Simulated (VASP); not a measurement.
# SnO2 (rutile type) (P4_2/mnm) in VASP: a series of runs

SnO2 (rutile type) is run at these levels: PBE; tasks: single point.

All numbers are computed with VASP 6.6.1; they aren't measurements. Logs are shortened: lines on timing, memory, paths and dates and some standing lists are left out, and cuts for length are marked.

## Step 1: The cell of the first run

The structure is tetragonal, space group P4_2/mnm (No. 136). The conventional cell has a = 4.706 Å, b = 4.706 Å, c = 3.203 Å, α = 90.00°, β = 90.00°, γ = 90.00°. Within 2.7 Å of Sn (site symmetry mmm) lie 6 O at 2.03 to 2.06 Å. Within 2.7 Å of O (site symmetry m2m) lie 3 Sn at 2.03 to 2.06 Å and 1 O at 2.59 Å.

## Step 2: Single point, PBE (volume scaled by 0.94)

Contents of INCAR:

```
PREC = Accurate
ENCUT = 520
EDIFF = 1E-6
ISMEAR = -1
SIGMA = 0.05
LREAL = F
LASPH = T
NELM = 100
ALGO = Normal
ISIF = 2
LWAVE = F
LCHARG = F
GGA = PE
NBANDS = 35
```

Contents of KPOINTS:

```
regular mesh
0
Gamma
  8 8 11
```

Contents of POSCAR:

```
SnO2
1.0
    4.7057230390      0.0000000000      0.0000000000
    0.0000000000      4.7057230390      0.0000000000
    0.0000000000      0.0000000000      3.2029404808
Sn O
2 4
Direct
    0.0000000000      0.0000000000      0.0000000000
    0.5000000000      0.5000000000      0.5000000000
    0.3056048345      0.3056048345      0.0000000000
    0.6943951655      0.6943951655      0.0000000000
    0.8056048345      0.1943951655      0.5000000000
    0.1943951655      0.8056048345      0.5000000000
```

Potentials or basis: VASP PAW PBE potentials, release 64 (Sn_d, O).

Run with:

```
> cat potpaw_PBE.64/Sn_d/POTCAR potpaw_PBE.64/O/POTCAR > POTCAR
> mpirun -np 1 vasp_std > vasp.out
```

OUTCAR:

```text
PREC = Accurate
   ENCUT = 520
   EDIFF = 1E-6
   ISMEAR = -1
   LREAL = F
   LASPH = T
   NELM = 100
   ISIF = 2
   GGA = PE

 ion  position               nearest neighbor table
   1  0.000  0.000  0.000-   3 2.03   4 2.03   5 2.06   6 2.06   5 2.06   6 2.06   2 3.69   2 3.69
                             2 3.69   2 3.69   2 3.69   2 3.69   2 3.69   2 3.69
   2  0.500  0.500  0.500-   5 2.03   6 2.03   3 2.06   4 2.06   3 2.06   4 2.06   1 3.69   1 3.69
                             1 3.69   1 3.69   1 3.69   1 3.69   1 3.69   1 3.69
   3  0.306  0.306  0.000-   1 2.03   2 2.06   2 2.06
   4  0.694  0.694  0.000-   1 2.03   2 2.06   2 2.06
   5  0.806  0.194  0.500-   2 2.03   1 2.06   1 2.06
   6  0.194  0.806  0.500-   2 2.03   1 2.06   1 2.06

  LATTYP: Found a simple tetragonal cell.
 ALAT       =     4.7057230390
 C/A-ratio  =     0.6806478950

  Lattice vectors:

 A1 = (   4.7057230390,   0.0000000000,   0.0000000000)
 A2 = (   0.0000000000,   4.7057230390,   0.0000000000)
 A3 = (   0.0000000000,   0.0000000000,   3.2029404808)

Analysis of symmetry for initial positions (statically):
=====================================================================
 Subroutine PRICEL returns:
 Original cell was already a primitive cell.

 Routine SETGRP: Setting up the symmetry group for a
 simple tetragonal supercell.

 Subroutine GETGRP returns: Found 16 space group operations
 (whereof  8 operations were pure point group operations)
 out of a pool of 16 trial point group operations.

The static configuration has the point symmetry D_2h.
 The point group associated with its full space group is D_4h.

Analysis of symmetry for dynamics (positions and initial velocities):
=====================================================================
 Subroutine PRICEL returns:
 Original cell was already a primitive cell.

 Routine SETGRP: Setting up the symmetry group for a
 simple tetragonal supercell.

 Subroutine GETGRP returns: Found 16 space group operations
 (whereof  8 operations were pure point group operations)
 out of a pool of 16 trial point group operations.

The dynamic configuration has the point symmetry D_2h.
 The point group associated with its full space group is D_4h.

 Subroutine INISYM returns: Found 16 space group operations
 (whereof  8 operations are pure point group operations),
 and found     1 'primitive' translations

[... 104 lines left out ...]
   EDIFFG = 0.1E-04   stopping-criterion for IOM
   NSW    =      0    number of steps for IOM
   IBRION =     -1    ionic relax: 0-MD 1-quasi-New 2-CG
   NFREE  =      0    steps in history (QN), initial steepest desc. (CG)
   ISIF   =      2    stress and relaxation
   ISYM   =      2    0-nonsym 1-usesym 2-fastsym
   POTIM  = 0.5000    time-step for ionic-motion
   TEBEG  =    0.0;   TEEND  =   0.0 temperature during run
   PSTRESS=    0.0 pullay stress
   NELECT =      52.0000    total number of electrons
   NUPDOWN=      -1.0000    fix difference up-down
   EMIN   =  10.00;   EMAX   =-10.00  energy-range for DOS
   EFERMI =   0.00;   METHOD = LEGACY
   ISMEAR =    -1;   SIGMA  =   0.05  broadening in eV -4-tet -1-fermi 0-gaus
   EFERMI_NEDOS =   21; number of points for ismear=-14 and -15
   IALGO  =     38    algorithm
   IMIX   =      4    mixing-type and parameters
     AMIX     =   0.40;   BMIX     =  1.00
     AMIX_MAG =   1.60;   BMIX_MAG =  1.00
  volume/ion in A,a.u.               =      11.82        79.77
  Fermi-wavevector in a.u.,A,eV,Ry     =   1.476189  2.789593 29.648933  2.179135
  Thomas-Fermi vector in A             =   2.590747
   LORBIT       =      0    0 simple, 1 ext, 2 COOP (PROOUT), +10 PAW based schemes
   GGA     = PE    functional components
   LHFCALC =     F    Hartree Fock is set to
   AEXX    =    0.0000 exact exchange contribution
   IVDW    =     0    specifies the selected vdW correction
   LEPSILON=     F    determine dielectric tensor
   LRPA    =     F    only Hartree local field effects (RPA)
 non-spin polarized calculation
  energy-cutoff  :      520.00
  volume of cell :       70.93
 maximum number of plane-waves:      1936
 NGX is ok and might be reduce to    36

 number of electron      51.9999989 magnetization

 Free energy of the ion-electron system (eV)
  ---------------------------------------------------
  ext. energy  EPLUGINS =         0.00000000
  ---------------------------------------------------
  free energy    TOTEN  =       -37.12431766 eV

  energy without entropy =      -37.12431764  energy(sigma->0) =      -37.12431765

 E-fermi :   6.9333     XC(G=0): -11.3111

 val. band max:        6.2516675418   @ k =   0.0000   0.0000   0.0000
 cond. band min:       7.5551227646   @ k =   0.0000   0.0000   0.0000
 fundamental gap:      1.3034552227
 Fermi energy:         6.9333305787

 k-point     1 :       0.0000    0.0000    0.0000
  band No.  band energies     occupation
      1     -14.8706      2.00000
      2     -14.0290      2.00000
      3     -13.7877      2.00000
      4     -13.7610      2.00000
      5     -13.7610      2.00000
      6     -13.7210      2.00000
[... 901 lines left out ...]
     34      18.7721      0.00000
     35      18.8915      0.00000

 [... further k-points ...]

------------------------ aborting loop because EDIFF is reached ----------------------------------------

  FORCE on cell =-STRESS in cart. coord.  units (eV):
  Direction    XX          YY          ZZ          XY          YZ          ZX
  --------------------------------------------------------------------------------------
  -------------------------------------------------------------------------------------
  Total        5.7223107      5.7223107      5.8582131      0.0000000      0.0000000      0.0000000
  in kB      129.2648421    129.2648421    132.3348267      0.0000000      0.0000000      0.0000000
  external PRESSURE =     130.2881703 kB  Pullay stress =       0.0000000 kB

 VOLUME and BASIS-vectors are now :
 -----------------------------------------------------------------------------
  energy-cutoff  :      520.00
  volume of cell :       70.93
      direct lattice vectors                 reciprocal lattice vectors
     4.705723039  0.000000000  0.000000000     0.212507194  0.000000000  0.000000000
     0.000000000  4.705723039  0.000000000     0.000000000  0.212507194  0.000000000
     0.000000000  0.000000000  3.202940481     0.000000000  0.000000000  0.312213107

 POSITION                                       TOTAL-FORCE (eV/Angst)
 -----------------------------------------------------------------------------------
      0.00000      0.00000      0.00000        -0.000000      0.000000      0.000000
      2.35286      2.35286      1.60147        -0.000000      0.000000      0.000000
      1.43809      1.43809      0.00000        -0.009355     -0.009355     -0.000000
      3.26763      3.26763      0.00000         0.009355      0.009355      0.000000
      3.79095      0.91477      1.60147        -0.009355      0.009355      0.000000
      0.91477      3.79095      1.60147         0.009355     -0.009355      0.000000
 -----------------------------------------------------------------------------------
    total drift:                                0.000000      0.000000      0.000000

  FREE ENERGIE OF THE ION-ELECTRON SYSTEM (eV)
  ---------------------------------------------------
  free  energy   TOTEN  =       -37.1243176562 eV

  energy  without entropy=      -37.1243176393  energy(sigma->0) =      -37.12431765
```

Wall time 63 s (1 thread of Intel Xeon 6975P-C (Granite Rapids), shared host); peak memory 0.29 GiB.

What came out:

| Quantity | Value |
| --- | --- |
| Free energy | -37.1243 eV |
| Pressure | 13.0 GPa |
| Largest force | 0.013 eV/Å |
| Band gap on the k mesh | 1.30 eV, direct |

Forces in eV/Å, atoms in the order of the input:
```
Sn   0.000  0.000  0.000
Sn   0.000  0.000  0.000
O   -0.009 -0.009  0.000
O    0.009  0.009  0.000
O   -0.009  0.009  0.000
O    0.009 -0.009  0.000
```

Caveat: the cell differs from its parent crystal (volume scaled by 0.94); spin-orbit coupling is left out, which moves the levels of the heavy elements. A k mesh can miss the band edges.

## Step 3: Single point, PBE

This run uses another cell than the first one, of 7.80 Å³/atom, 0.660 times its volume.

Contents of INCAR:

```
SYSTEM = SnO2
ALGO = Normal
EDIFF = 1E-6
ENCUT = 520
GGA = PE
ISIF = 2
ISMEAR = -1
LASPH = .True.
LCHARG = .False.
LREAL = .False.
LWAVE = .False.
NBANDS = 35
NELM = 100
PREC = Accurate
SIGMA = 0.05
```

Contents of KPOINTS:

```
k-points
0
Gamma
  8 8 11
  0 0 0
```

Contents of POSCAR:

```
SnO2
1.0
    3.9189349410      0.0000000000      0.0000000000
    0.0000000000      3.9189349410      0.0000000000
    0.0000000000      0.0000000000      3.0459959543
Sn O
2 4
Direct
    0.0000000000      0.0000000000      0.0000000000
    0.5000000000      0.5000000000      0.5000000000
    0.3132587284      0.3132587284      0.0000000000
    0.6867412716      0.6867412716      0.0000000000
    0.8132587284      0.1867412716      0.5000000000
    0.1867412716      0.8132587284      0.5000000000
```

Potentials or basis: VASP PAW PBE potentials, release 64 (Sn_d, O).

Run with:

```
> cat potpaw_PBE.64/Sn_d/POTCAR potpaw_PBE.64/O/POTCAR > POTCAR
> mpirun -np 1 vasp_std > vasp.out
```

OUTCAR:

```text
SYSTEM = SnO2
   EDIFF = 1E-6
   ENCUT = 520
   GGA = PE
   ISIF = 2
   ISMEAR = -1
   LASPH = .True.
   LREAL = .False.
   NELM = 100
   PREC = Accurate

 ion  position               nearest neighbor table
   1  0.000  0.000  0.000-   3 1.74   4 1.74   5 1.84   6 1.84   5 1.84   6 1.84   2 3.16   2 3.16
                             2 3.16   2 3.16   2 3.16   2 3.16   2 3.16   2 3.16
   2  0.500  0.500  0.500-   5 1.74   6 1.74   3 1.84   4 1.84   3 1.84   4 1.84   1 3.16   1 3.16
                             1 3.16   1 3.16   1 3.16   1 3.16   1 3.16   1 3.16
   3  0.313  0.313  0.000-   1 1.74   2 1.84   2 1.84
   4  0.687  0.687  0.000-   1 1.74   2 1.84   2 1.84
   5  0.813  0.187  0.500-   2 1.74   1 1.84   1 1.84
   6  0.187  0.813  0.500-   2 1.74   1 1.84   1 1.84

[... 1121 lines left out ...]
  Total       70.9865976     70.9865976     72.0560611      0.0000000      0.0000000      0.0000000
  in kB     2431.2046271   2431.2046271   2467.8324507      0.0000000      0.0000000      0.0000000
  external PRESSURE =    2443.4139016 kB  Pullay stress =       0.0000000 kB

 VOLUME and BASIS-vectors are now :
 -----------------------------------------------------------------------------
  energy-cutoff  :      520.00
  volume of cell :       46.78
      direct lattice vectors                 reciprocal lattice vectors
     3.918934941  0.000000000  0.000000000     0.255171371  0.000000000  0.000000000
     0.000000000  3.918934941  0.000000000     0.000000000  0.255171371  0.000000000
     0.000000000  0.000000000  3.045995954     0.000000000  0.000000000  0.328299845

 POSITION                                       TOTAL-FORCE (eV/Angst)
 -----------------------------------------------------------------------------------
      0.00000      0.00000      0.00000         0.000000      0.000000      0.000000
      1.95947      1.95947      1.52300         0.000000      0.000000      0.000000
      1.22764      1.22764      0.00000        -0.168736     -0.168736      0.000000
      2.69129      2.69129      0.00000         0.168736      0.168736     -0.000000
      3.18711      0.73183      1.52300        -0.168736      0.168736     -0.000000
      0.73183      3.18711      1.52300         0.168736     -0.168736      0.000000
 -----------------------------------------------------------------------------------
    total drift:                               -0.000000      0.000000      0.000000

  FREE ENERGIE OF THE ION-ELECTRON SYSTEM (eV)
  ---------------------------------------------------
  free  energy   TOTEN  =       -22.7967556518 eV

  energy  without entropy=      -22.7967556517  energy(sigma->0) =      -22.79675565
```

OSZICAR:

```text
N       E                     dE             d eps       ncg     rms          rms(c)
DAV:   1     0.635389045424E+03    0.63539E+03   -0.25855E+04  7596   0.264E+03
DAV:   2     0.555414965384E+02   -0.57985E+03   -0.54572E+03  6596   0.632E+02
DAV:   3    -0.286951485782E+02   -0.84237E+02   -0.83155E+02  6968   0.207E+02
DAV:   4    -0.319942148692E+02   -0.32991E+01   -0.32845E+01  7877   0.436E+01
DAV:   5    -0.320689569795E+02   -0.74742E-01   -0.74690E-01  8202   0.657E+00    0.244E+01
DAV:   6    -0.229813323068E+02    0.90876E+01   -0.18720E+01  9986   0.707E+01    0.111E+01
DAV:   7    -0.228765544125E+02    0.10478E+00   -0.44397E+00  8736   0.146E+01    0.466E+00
DAV:   8    -0.228156669808E+02    0.60887E-01   -0.37719E-01  9573   0.121E+01    0.137E+00
DAV:   9    -0.227963805987E+02    0.19286E-01   -0.73342E-02 10190   0.567E+00    0.297E-01
DAV:  10    -0.227967499094E+02   -0.36931E-03   -0.94464E-03  9817   0.108E+00    0.144E-01
DAV:  11    -0.227967521194E+02   -0.22100E-05   -0.57008E-04  7476   0.198E-01    0.779E-02
DAV:  12    -0.227967543688E+02   -0.22495E-05   -0.10720E-04 10004   0.151E-01    0.141E-02
DAV:  13    -0.227967561044E+02   -0.17356E-05   -0.19397E-05  9935   0.633E-02    0.121E-02
DAV:  14    -0.227967556518E+02    0.45267E-06   -0.11853E-06  4307   0.186E-02
   1 F= -.22796756E+02 E0= -.22796756E+02  d E =-.697231E-11
```

Wall time 88 s (1 thread of Intel Xeon 6975P-C (Granite Rapids), shared host); peak memory 0.23 GiB.

What came out:

| Quantity | Value |
| --- | --- |
| Free energy | -22.7968 eV |
| Pressure | 244.3 GPa |
| Largest force | 0.239 eV/Å |
| Band gap on the k mesh | 5.55 eV, indirect (least direct gap 6.83 eV) |

Forces on the atoms (eV/Å):
```
Sn   0.000  0.000  0.000
Sn   0.000  0.000  0.000
O   -0.169 -0.169  0.000
O    0.169  0.169  0.000
O   -0.169  0.169  0.000
O    0.169 -0.169  0.000
```

Caveat: spin-orbit coupling is left out, which moves the levels of the heavy elements.

## Step 4: Single point, PBE

Contents of INCAR:

```
PREC     = Accurate       # precision mode
ENCUT    = 520            # plane-wave cutoff, eV
EDIFF    = 1E-7           # SCF threshold, eV
ISMEAR   = -1             # smearing method
SIGMA    = 0.05           # smearing width, eV
LREAL    = False          # projectors in reciprocal space
LASPH    = True           # aspherical terms in the spheres
NELM     = 80             # most SCF steps
ALGO     = Normal         # electronic algorithm
ISIF     = 2              # what is computed and relaxed
LWAVE    = False          # write WAVECAR
LCHARG   = False          # write CHGCAR
GGA      = PE             # functional
NBANDS   = 35             # bands
```

Contents of KPOINTS:

```
Automatic mesh
0
Gamma
  8 8 11
```

POSCAR is that of step 3.

Run with:

```
> cat potpaw_PBE.64/Sn_d/POTCAR potpaw_PBE.64/O/POTCAR > POTCAR
> mpirun -np 1 vasp_std > vasp.out
```

It took 87 s on 1 thread of Intel Xeon 6975P-C (Granite Rapids), shared host; peak memory 0.23 GiB.

Results (log left out):

```
Free energy            : -22.7968 eV
Pressure               : 244.3 GPa
Largest force          : 0.239 eV/Å
Band gap on the k mesh : 5.55 eV, indirect (least direct gap 6.83 eV)
```

Forces in eV/Å, atoms in the order of the input:
```
Sn   0.000  0.000  0.000
Sn   0.000  0.000  0.000
O   -0.169 -0.169  0.000
O    0.169  0.169  0.000
O   -0.169  0.169  0.000
O    0.169 -0.169  0.000
```

Stress tensor (GPa, compression positive):
```
243.08   0.00   0.00
  0.00 243.08   0.00
  0.00   0.00 246.75
```

Levels at points of the mesh, in eV from the valence-band top:
```
           k point  band 22  band 23  band 24  band 25  band 26  band 27  band 28  band 29  band 30  band 31
(0.00, 0.00, 0.00)    -1.94    -1.94    -1.84    -1.84    -1.28     5.55     6.56     6.56     6.84    12.27
(0.50, 0.00, 0.00)    -3.16    -2.02    -2.02    -1.39    -1.39     7.47     7.47     8.33     8.33    14.37
(0.50, 0.50, 0.00)    -3.39    -2.11    -2.11    -1.89    -1.89     8.27     8.27     9.43     9.43    12.03
```

Caveat: spin-orbit coupling is left out, which moves the levels of the heavy elements.

## Step 5: Single point, PBE

This run uses another cell than the first one, of 9.05 Å³/atom, 0.766 times its volume.

Contents of INCAR:

```
PREC = Accurate
ENCUT = 520
EDIFF = 1E-6
ISMEAR = -1
SIGMA = 0.05
LREAL = F
LASPH = T
NELM = 60
ALGO = Normal
ISIF = 2
LWAVE = F
LCHARG = F
GGA = PE
NBANDS = 35
```

Contents of KPOINTS:

```
regular mesh
0
Gamma
  8 8 11
```

Contents of POSCAR:

```
SnO2
1.0
    4.2105044037      0.0000000000      0.0000000000
    0.0000000000      4.2105044037      0.0000000000
    0.0000000000      0.0000000000      3.0643472994
Sn O
2 4
Direct
    0.0000000000      0.0000000000      0.0000000000
    0.5000000000      0.5000000000      0.5000000000
    0.3077192100      0.3077192100      0.0000000000
    0.6922807900      0.6922807900      0.0000000000
    0.8077192100      0.1922807900      0.5000000000
    0.1922807900      0.8077192100      0.5000000000
```

Run with:

```
> cat potpaw_PBE.64/Sn_d/POTCAR potpaw_PBE.64/O/POTCAR > POTCAR
> mpirun -np 1 vasp_std > vasp.out
```

It took 71 s on 1 thread of Intel Xeon 6975P-C (Granite Rapids), shared host; peak memory 0.25 GiB.

It converged, with:

```
Free energy            : -31.1981 eV
Pressure               : 123.9 GPa
Largest force          : 0.065 eV/Å
Band gap on the k mesh : 4.61 eV, indirect (least direct gap 4.77 eV)
```

Forces on the atoms (eV/Å):
```
Sn   0.000  0.000  0.000
Sn   0.000  0.000  0.000
O   -0.046 -0.046  0.000
O    0.046  0.046  0.000
O   -0.046  0.046  0.000
O    0.046 -0.046  0.000
```

Stress tensor (GPa, compression positive):
```
123.47   0.00   0.00
  0.00 123.47   0.00
  0.00   0.00 124.65
```

Levels at points of the mesh, in eV from the valence-band top:
```tsv
k point	band 23	band 24	band 25	band 26	band 27	band 28	band 29	band 30
(0.00, 0.00, 0.00)	-1.16	-1.02	-1.02	-0.17	4.61	7.17	7.17	7.59
(0.50, 0.00, 0.00)	-1.21	-1.21	-0.73	-0.73	7.53	7.53	8.09	8.09
(0.50, 0.50, 0.00)	-1.33	-1.33	-1.05	-1.05	7.86	7.86	9.30	9.30
```

Caveat: spin-orbit coupling is left out, which moves the levels of the heavy elements. As with any semilocal functional, this PBE gap is likely too small.

## Step 6: The runs side by side

```csv
cell,gap on the mesh (eV),pressure (GPa),largest force (eV/Å)
"a = 4.706, b = 4.706, c = 3.203 Å, 6 atoms",1.30,13.0,0.01
"a = 3.919, b = 3.919, c = 3.046 Å, 6 atoms",5.55,244.3,0.24
"a = 4.211, b = 4.211, c = 3.064 Å, 6 atoms",4.61,123.9,0.07
```

Alike in all rows: task single point; level PBE; potentials or basis VASP PAW PBE potentials, release 64 (Sn_d, O); no spin polarisation; k mesh 8 × 8 × 11; cutoff (eV) 520; smearing fermi-dirac 0.05 eV.

Caveats: spin-orbit coupling is left out, which moves the levels of the heavy elements.

Absolute energies hang on the potentials; compare differences alone.
